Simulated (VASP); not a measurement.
Set up this calculation in VASP 6.6.1, as the native input.

```
Task                   : single point
Functional             : r2SCAN
Potentials or basis    : VASP PAW PBE potentials, release 64 (Ba_sv)
Cutoff                 : 520 eV
k mesh                 : 6 × 6 × 6
Occupations            : gaussian, width 0.005 eV
Spin                   : no spin polarisation
Dipole correction      : no
Further INCAR settings : ALGO = Normal; EDIFF = 1e-06; NBANDS = 11
```

The system is Ba.

```
CELL_PARAMETERS angstrom
3.99965 0.00000 0.00000
0.00000 3.99965 0.00000
0.00000 0.00000 3.60554
ATOMIC_POSITIONS crystal
Ba 0.50000 0.50000 0.50000
```

The input as run:

POSCAR

```
Ba
1.0
    3.9996500000      0.0000000000      0.0000000000
    0.0000000000      3.9996500000      0.0000000000
    0.0000000000      0.0000000000      3.6055390000
Ba
1
Direct
    0.5000000000      0.5000000000      0.5000000000
```

INCAR.step1

```
ALGO = Normal
EDIFF = 1E-4
ENCUT = 520
GGA = PE
ISMEAR = 0
LASPH = True
LCHARG = False
LREAL = False
LWAVE = True
NBANDS = 11
NELM = 80
PREC = Accurate
SIGMA = 0.005
```

INCAR.step2

```
ALGO = Normal
EDIFF = 1E-6
ENCUT = 520
ISIF = 2
ISMEAR = 0
ISTART = 1
LASPH = True
LCHARG = False
LMIXTAU = True
LREAL = False
LWAVE = False
METAGGA = R2SCAN
NBANDS = 11
NELM = 80
PREC = Accurate
SIGMA = 0.005
```

KPOINTS

```
k-points
0
Gamma
  6 6 6
```

Potentials or basis: VASP PAW PBE potentials, release 64 (Ba_sv).

Launch:

```console
$ cat potpaw_PBE.64/Ba_sv/POTCAR > POTCAR
$ cp INCAR.step1 INCAR
$ mpirun -np 1 vasp_std > vasp.out
$ cp INCAR.step2 INCAR
$ mpirun -np 1 vasp_std > vasp.out
```

Results of the run:

* Pressure: 0.6 GPa
* Band gap on the k mesh: zero (band 5 reaches 2.14 eV, above the bottom of band 6 at 1.58 eV)

Caveat: the PAW data sets were made with another functional, which shifts forces and pressure a little; spin-orbit coupling is left out, which moves the levels of the heavy elements.

Run time: 37 s on 1 thread of Intel(R) Xeon(R) 6975P-C (Granite Rapids), on a shared host, peak memory 0.17 GiB.
